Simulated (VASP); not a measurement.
Wanted: the native input for a VASP 6.6.1 run.

| Quantity | Value |
| --- | --- |
| Task | single point |
| Functional | PBE |
| Potentials or basis | VASP PAW PBE potentials, release 64 (P) |
| Cutoff | 520 eV |
| k mesh | 12 × 12 × 12 |
| Occupations | fermi-dirac, width 0.1 eV |
| Spin | no spin polarisation |
| Dipole correction | no |
| Further INCAR settings | ALGO = Normal; EDIFF = 1e-06; NBANDS = 12 |

The structure of P lies in POSCAR:

```
P
1.0
    0.0000000000      2.4365101864      2.4365101864
    2.4365101864      0.0000000000      2.4365101864
    2.4365101864      2.4365101864      0.0000000000
P
2
Direct
   -0.1250000000     -0.1250000000     -0.1250000000
    0.1250000000      0.1250000000      0.1250000000
```

This isn't the form of P at room conditions, which is orthorhombic.

These files were run (other wordings do the same):

INCAR

```
PREC = Accurate
ENCUT = 520
EDIFF = 1E-6
ISMEAR = -1
SIGMA = 0.1
LREAL = F
LASPH = T
NELM = 100
ALGO = Normal
ISIF = 2
LWAVE = F
LCHARG = T
GGA = PE
LELF = T
LVHAR = T
NBANDS = 12
```

KPOINTS

```
Automatic mesh
0
Gamma
  12 12 12
```

Potentials or basis: VASP PAW PBE potentials, release 64 (P).

The run is started by

```sh
$ cat potpaw_PBE.64/P/POTCAR > POTCAR
$ mpirun -np 1 vasp_std > vasp.out
```

It gave:

```yaml
Pressure: 30.4 GPa
Band_gap_on_the_k_mesh: zero (bands 5 and 6 overlap by 4.17 eV)
```

Caveat: the cell stands under pressure.

Wall time 40 s on 1 thread of Intel Xeon 8259CL, on a shared host, peak memory 0.16 GiB.
